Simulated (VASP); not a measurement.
# Ge (Im-3m) in VASP: further runs, part 2 of 2

VASP 6.6.1.

### Step 3. Single point, revPBE (21.27 Å³/atom)

This run uses another cell than the first one, of 21.27 Å³/atom.

Input file INCAR:

```
SYSTEM = Ge
PREC = Accurate
ENCUT = 520
EDIFF = 1E-6
ISMEAR = -1
SIGMA = 0.1
LREAL = .False.
LASPH = .True.
NELM = 60
ALGO = Normal
ISIF = 2
LWAVE = .False.
LCHARG = .False.
GGA = RE
NBANDS = 13
```

Input file KPOINTS:

```
regular mesh
0
Gamma
  15 15 15
  0 0 0
```

Input file POSCAR:

```
Ge
1.0
   -1.7453297400      1.7453297400      1.7453297400
    1.7453297400     -1.7453297400      1.7453297400
    1.7453297400      1.7453297400     -1.7453297400
Ge
1
Direct
    0.0000000000      0.0000000000      0.0000000000
```

Potentials or basis: VASP PAW PBE potentials, release 64 (Ge_d).

On the command line:

```
$ cat potpaw_PBE.64/Ge_d/POTCAR > POTCAR
$ mpirun -np 1 vasp_std > vasp.out
```

OUTCAR:

```text
SYSTEM = Ge
   PREC = Accurate
   ENCUT = 520
   EDIFF = 1E-6
   ISMEAR = -1
   LREAL = .False.
   LASPH = .True.
   NELM = 60
   ISIF = 2
   GGA = RE

 ion  position               nearest neighbor table
   1  0.000  0.000  0.000-

  LATTYP: Found a body centered cubic cell.
 ALAT       =     3.4906594800

  Lattice vectors:

 A1 = (  -1.7453297400,   1.7453297400,   1.7453297400)
 A2 = (   1.7453297400,  -1.7453297400,   1.7453297400)
 A3 = (   1.7453297400,   1.7453297400,  -1.7453297400)

Analysis of symmetry for initial positions (statically):
=====================================================================
 Subroutine PRICEL returns:
 Original cell was already a primitive cell.

 Routine SETGRP: Setting up the symmetry group for a
 body centered cubic supercell.

 Subroutine GETGRP returns: Found 48 space group operations
 (whereof 48 operations were pure point group operations)
 out of a pool of 48 trial point group operations.

The static configuration has the point symmetry O_h .

Analysis of symmetry for dynamics (positions and initial velocities):
=====================================================================
 Subroutine PRICEL returns:
 Original cell was already a primitive cell.

 Routine SETGRP: Setting up the symmetry group for a
 body centered cubic supercell.

 Subroutine GETGRP returns: Found 48 space group operations
 (whereof 48 operations were pure point group operations)
 out of a pool of 48 trial point group operations.

The dynamic configuration has the point symmetry O_h .

 Subroutine INISYM returns: Found 48 space group operations
 (whereof 48 operations are pure point group operations),
 and found     1 'primitive' translations

----------------------------------------------------------------------------------------

                                     Primitive cell

  volume of cell :      21.2663

  direct lattice vectors                    reciprocal lattice vectors
    -1.745329740  1.745329740  1.745329740     0.000000000  0.286478817  0.286478817
     1.745329740 -1.745329740  1.745329740     0.286478817  0.000000000  0.286478817
     1.745329740  1.745329740 -1.745329740     0.286478817  0.286478817  0.000000000

  length of vectors
     3.022999786  3.022999786  3.022999786     0.405142229  0.405142229  0.405142229

  position of ions in fractional coordinates (direct lattice)
     0.000000000  0.000000000  0.000000000

  ion indices of the primitive-cell ions
   primitive index   ion index
                 1           1

----------------------------------------------------------------------------------------

 KPOINTS: regular mesh

Automatic generation of k-mesh.
 Grid dimensions read from file:
 generate k-points for:   15   15   15

 Generating k-lattice:

  Cartesian coordinates                     Fractional coordinates (reciprocal lattice)
     0.000000000  0.019098588  0.019098588     0.066666667  0.000000000  0.000000000
     0.019098588  0.000000000  0.019098588     0.000000000  0.066666667  0.000000000
     0.019098588  0.019098588  0.000000000     0.000000000  0.000000000  0.066666667

  Length of vectors
     0.027009482  0.027009482  0.027009482

  Shift w.r.t. Gamma in fractional coordinates (k-lattice)
     0.000000000  0.000000000  0.000000000

 Subroutine IBZKPT returns following result:
 ===========================================

 Found    120 irreducible k-points:

 Following reciprocal coordinates:
            Coordinates               Weight
  0.000000  0.000000  0.000000      1.000000
  0.066667  0.000000  0.000000     12.000000
  0.133333  0.000000  0.000000     12.000000
  0.200000  0.000000  0.000000     12.000000
  0.266667  0.000000  0.000000     12.000000
  0.333333  0.000000  0.000000     12.000000
[... 16 lines left out ...]
  0.333333  0.200000  0.000000     48.000000
  0.400000  0.200000  0.000000     24.000000
 [... further k-points ...]
   k-points           NKPTS =    120   k-points in BZ     NKDIM =    120   number of bands    NBANDS=     13
   number of dos      NEDOS =    301   number of ions     NIONS =      1
   total plane-waves  NPLWV =  13824
   dimension x,y,z NGX =    24 NGY =   24 NGZ =   24
   dimension x,y,z NGXF=    48 NGYF=   48 NGZF=   48
   ions per type =               1
   NGX,Y,Z   is equivalent  to a cutoff of  13.20, 13.20, 13.20 a.u.
   NGXF,Y,Z  is equivalent  to a cutoff of  26.40, 26.40, 26.40 a.u.
 SYSTEM =  Ge
   PREC   = accura    normal or accurate (medium, high low for compatibility)
   ISTART =      0    job   : 0-new  1-cont  2-samecut
   ICHARG =      2    charge: 1-file 2-atom 10-const
   ISPIN  =      1    spin polarized calculation?
   LNONCOLLINEAR =      F non collinear calculations
   LSORBIT =      F    spin-orbit coupling
   LASPH  =      T    aspherical Exc in radial PAW
   ENCUT  =  520.0 eV  38.22 Ry    6.18 a.u.   5.62  5.62  5.62*2*pi/ulx,y,z
   NELM   =     60;   NELMIN=  2; NELMDL= -5     # of ELM steps
   EDIFF  = 0.1E-05   stopping-criterion for ELM
   LREAL  =      F    real-space projection
   EDIFFG = 0.1E-04   stopping-criterion for IOM
   NSW    =      0    number of steps for IOM
   IBRION =     -1    ionic relax: 0-MD 1-quasi-New 2-CG
   NFREE  =      0    steps in history (QN), initial steepest desc. (CG)
   ISIF   =      2    stress and relaxation
   ISYM   =      2    0-nonsym 1-usesym 2-fastsym
   POTIM  = 0.5000    time-step for ionic-motion
   TEBEG  =    0.0;   TEEND  =   0.0 temperature during run
   PSTRESS=    0.0 pullay stress
   NELECT =      14.0000    total number of electrons
   NUPDOWN=      -1.0000    fix difference up-down
   EMIN   =  10.00;   EMAX   =-10.00  energy-range for DOS
   EFERMI =   0.00;   METHOD = LEGACY
   ISMEAR =    -1;   SIGMA  =   0.10  broadening in eV -4-tet -1-fermi 0-gaus
   EFERMI_NEDOS =   21; number of points for ismear=-14 and -15
   IALGO  =     38    algorithm
   IMIX   =      4    mixing-type and parameters
     AMIX     =   0.40;   BMIX     =  1.00
     AMIX_MAG =   1.60;   BMIX_MAG =  1.00
  volume/ion in A,a.u.               =      21.27       143.51
  Fermi-wavevector in a.u.,A,eV,Ry     =   1.424142  2.691239 27.595078  2.028181
  Thomas-Fermi vector in A             =   2.544665
   LORBIT       =      0    0 simple, 1 ext, 2 COOP (PROOUT), +10 PAW based schemes
   GGA     = RE    functional components
   LHFCALC =     F    Hartree Fock is set to
   AEXX    =    0.0000 exact exchange contribution
   IVDW    =     0    specifies the selected vdW correction
   LEPSILON=     F    determine dielectric tensor
   LRPA    =     F    only Hartree local field effects (RPA)
 non-spin polarized calculation
  energy-cutoff  :      520.00
  volume of cell :       21.27
 maximum number of plane-waves:       603
   NGX = 11   NGY = 11   NGZ = 11

 number of electron      14.0000018 magnetization

 Free energy of the ion-electron system (eV)
  ---------------------------------------------------
  ext. energy  EPLUGINS =         0.00000000
  ---------------------------------------------------
  free energy    TOTEN  =        -3.85871273 eV

  energy without entropy =       -3.83767810  energy(sigma->0) =       -3.84819542

 E-fermi :   5.6485     XC(G=0): -10.6396

 val. band max:        5.5919343369   @ k =   0.2000   0.1333   0.0667
 cond. band min:       5.6565328222   @ k =  -0.4000   0.4667   0.2667
 fundamental gap:      0.0645984853
 Fermi energy:         5.6485361519

 k-point     1 :       0.0000    0.0000    0.0000
  band No.  band energies     occupation
      1     -19.1395      2.00000
      2     -19.1395      2.00000
      3     -19.1395      2.00000
      4     -19.0799      2.00000
      5     -19.0799      2.00000
      6      -6.5634      2.00000
      7      13.6719      0.00000
      8      13.6719      0.00000
      9      13.6719      0.00000
     10      19.6830      0.00000
     11      19.6830      0.00000
     12      19.6830      0.00000
     13      21.4174      0.00000

 k-point     2 :       0.0667    0.0000    0.0000
  band No.  band energies     occupation
      1     -19.1403      2.00000
      2     -19.1382      2.00000
      3     -19.1354      2.00000
      4     -19.0808      2.00000
      5     -19.0800      2.00000
      6      -6.4569      2.00000
      7      12.8587      0.00000
      8      13.3160      0.00000
      9      13.5836      0.00000
     10      18.9884      0.00000
     11      19.0466      0.00000
[... 339 lines left out ...]
 k-point    24 :       0.4000    0.2000    0.0000
  band No.  band energies     occupation
      1     -19.1478      2.00000
      2     -19.1177      2.00000
      3     -19.0889      2.00000
      4     -19.0828      2.00000
      5     -19.0576      2.00000
      6      -1.1035      2.00000
      7       1.7366      2.00000
      8       5.7831      0.41311
      9      10.3479      0.00000
     10      16.2768      0.00000
     11      19.5043      0.00000
     12      22.1275      0.00000
     13      22.4374      0.00000

 [... further k-points ...]
[... 5 lines left out ...]
  --------------------------------------------------------------------------------------
  -------------------------------------------------------------------------------------
  Total       -0.5586656     -0.5586656     -0.5586656     -0.0000000      0.0000000      0.0000000
  in kB      -42.0891375    -42.0891375    -42.0891375     -0.0000000      0.0000000      0.0000000
  external PRESSURE =     -42.0891375 kB  Pullay stress =       0.0000000 kB

 VOLUME and BASIS-vectors are now :
 -----------------------------------------------------------------------------
  energy-cutoff  :      520.00
  volume of cell :       21.27
      direct lattice vectors                 reciprocal lattice vectors
    -1.745329740  1.745329740  1.745329740     0.000000000  0.286478817  0.286478817
     1.745329740 -1.745329740  1.745329740     0.286478817  0.000000000  0.286478817
     1.745329740  1.745329740 -1.745329740     0.286478817  0.286478817  0.000000000

 POSITION                                       TOTAL-FORCE (eV/Angst)
 -----------------------------------------------------------------------------------
      0.00000      0.00000      0.00000        -0.000000     -0.000000      0.000000
 -----------------------------------------------------------------------------------
    total drift:                                0.000000      0.000000      0.000000

  FREE ENERGIE OF THE ION-ELECTRON SYSTEM (eV)
  ---------------------------------------------------
  free  energy   TOTEN  =        -3.8587127290 eV

  energy  without entropy=       -3.8376781027  energy(sigma->0) =       -3.84819542
```

stdout:

```text
POSCAR found type information on POSCAR Ge
 POSCAR found :  1 types and       1 ions
 scaLAPACK will be used
 -----------------------------------------------------------------------------
|                                                                             |
|                                                                             |
|     You enforced a specific xc type in the INCAR file but a different       |
|     I HOPE YOU KNOW WHAT YOU ARE DOING!                                     |
|                                                                             |
 -----------------------------------------------------------------------------

 LDA part: xc-table for (Slater+PW92), standard interpolation
 POSCAR, INCAR and KPOINTS ok, starting setup
 FFT: planning ... GRIDC
 FFT: planning ... GRID_SOFT
 FFT: planning ... GRID
 WAVECAR not read
 entering main loop
```

Run time: 26 s. Hardware: 1 thread of Intel Xeon 8259CL, shared host; peak memory 0.15 GiB.

What came out:

| Item | Value |
| --- | --- |
| Free energy | -3.8587 eV |
| Pressure | -4.2 GPa |
| Band gap on the k mesh | zero (bands 7 and 8 overlap by 10.61 eV) |

Caveat: the cell stands under tension; the PAW data sets were made with another functional, which shifts forces and pressure a little.

### Step 4. Single point, revPBE (22.05 Å³/atom)

This run uses another cell than the first one, of 22.05 Å³/atom.

Input file INCAR:

```
SYSTEM = Ge
ALGO     = Normal         ! electronic algorithm
EDIFF    = 1E-6           ! SCF threshold, eV
ENCUT    = 520            ! plane-wave cutoff, eV
GGA      = RE             ! functional
ISIF     = 2              ! what is computed and relaxed
ISMEAR   = -1             ! smearing method
LASPH    = .TRUE.         ! aspherical terms in the spheres
LCHARG   = .FALSE.        ! write CHGCAR
LREAL    = .FALSE.        ! projectors in reciprocal space
LWAVE    = .FALSE.        ! write WAVECAR
NBANDS   = 13             ! bands
NELM     = 60             ! most SCF steps
PREC     = Accurate       ! precision mode
SIGMA    = 0.1            ! smearing width, eV
```

Input file KPOINTS:

```
k-points
0
G
  15 15 15
  0 0 0
```

Input file POSCAR:

```
Ge
1.0
   -1.7666163469      1.7666163469      1.7666163469
    1.7666163469     -1.7666163469      1.7666163469
    1.7666163469      1.7666163469     -1.7666163469
Ge
1
Direct
    0.0000000000      0.0000000000      0.0000000000
```

Potentials or basis: VASP PAW PBE potentials, release 64 (Ge_d).

On the command line:

```
$ cat potpaw_PBE.64/Ge_d/POTCAR > POTCAR
$ mpirun -np 1 vasp_std > vasp.out
```

OUTCAR:

```text
SYSTEM = Ge
   EDIFF = 1E-6
   ENCUT = 520
   GGA = RE
   ISIF = 2
   ISMEAR = -1
   LASPH = .TRUE.
   LREAL = .FALSE.
   NELM = 60
   PREC = Accurate

 ion  position               nearest neighbor table
   1  0.000  0.000  0.000-

  LATTYP: Found a body centered cubic cell.
 ALAT       =     3.5332326938

  Lattice vectors:

 A1 = (  -1.7666163469,   1.7666163469,   1.7666163469)
 A2 = (   1.7666163469,  -1.7666163469,   1.7666163469)
 A3 = (   1.7666163469,   1.7666163469,  -1.7666163469)

Analysis of symmetry for initial positions (statically):
[... 552 lines left out ...]
      6      -1.4441      2.00000
      7       1.5570      2.00000
      8       5.4541      0.36617
      9       9.8736      0.00000
     10      15.6839      0.00000
     11      18.8216      0.00000
     12      21.4681      0.00000
     13      21.7698      0.00000

 [... further k-points ...]
[... 5 lines left out ...]
  --------------------------------------------------------------------------------------
  -------------------------------------------------------------------------------------
  Total       -0.7651513     -0.7651513     -0.7651513     -0.0000000      0.0000000     -0.0000000
  in kB      -55.5867334    -55.5867334    -55.5867334     -0.0000000      0.0000000     -0.0000000
  external PRESSURE =     -55.5867334 kB  Pullay stress =       0.0000000 kB

 VOLUME and BASIS-vectors are now :
 -----------------------------------------------------------------------------
  energy-cutoff  :      520.00
  volume of cell :       22.05
      direct lattice vectors                 reciprocal lattice vectors
    -1.766616347  1.766616347  1.766616347     0.000000000  0.283026929  0.283026929
     1.766616347 -1.766616347  1.766616347     0.283026929  0.000000000  0.283026929
     1.766616347  1.766616347 -1.766616347     0.283026929  0.283026929  0.000000000

 POSITION                                       TOTAL-FORCE (eV/Angst)
 -----------------------------------------------------------------------------------
      0.00000      0.00000      0.00000        -0.000000     -0.000000      0.000000
 -----------------------------------------------------------------------------------
    total drift:                               -0.000000      0.000000      0.000000

  FREE ENERGIE OF THE ION-ELECTRON SYSTEM (eV)
  ---------------------------------------------------
  free  energy   TOTEN  =        -3.8353228481 eV

  energy  without entropy=       -3.8139753974  energy(sigma->0) =       -3.82464912
```

stdout:

```text
POSCAR found type information on POSCAR Ge
 POSCAR found :  1 types and       1 ions
 scaLAPACK will be used
 -----------------------------------------------------------------------------
|                                                                             |
|                                                                             |
|     You enforced a specific xc type in the INCAR file but a different       |
|     I HOPE YOU KNOW WHAT YOU ARE DOING!                                     |
|                                                                             |
 -----------------------------------------------------------------------------

 LDA part: xc-table for (Slater+PW92), standard interpolation
 POSCAR, INCAR and KPOINTS ok, starting setup
 FFT: planning ... GRIDC
 FFT: planning ... GRID_SOFT
 FFT: planning ... GRID
 WAVECAR not read
 entering main loop
```

Wall time 21 s (1 thread of Intel Xeon 8259CL, shared host); peak memory 0.16 GiB.

Results:

| Property | Result |
| --- | --- |
| Free energy | -3.8353 eV |
| Pressure | -5.6 GPa |
| Band gap on the k mesh | zero (bands 7 and 8 overlap by 10.16 eV) |

Caveat: the cell stands under tension; the PAW data sets were made with another functional, which shifts forces and pressure a little.

### Step 5. Summary

```tsv
cell	gap on the mesh (eV)	pressure (GPa)
a = 2.985 Å, angles 109.5°, 1 atom	none	-2.5
a = 3.023 Å, angles 109.5°, 1 atom	none	-4.2
a = 3.060 Å, angles 109.5°, 1 atom	none	-5.6
```

Alike in all rows: task single point; level revPBE; potentials or basis VASP PAW PBE potentials, release 64 (Ge_d); no spin polarisation; k mesh 15 × 15 × 15; cutoff (eV) 520; smearing fermi-dirac 0.1 eV.

Caveats: the PAW data sets were made with another functional, which shifts forces and pressure a little; the cell stands under tension (at least some runs).

Absolute energies hang on the potentials; compare differences alone.
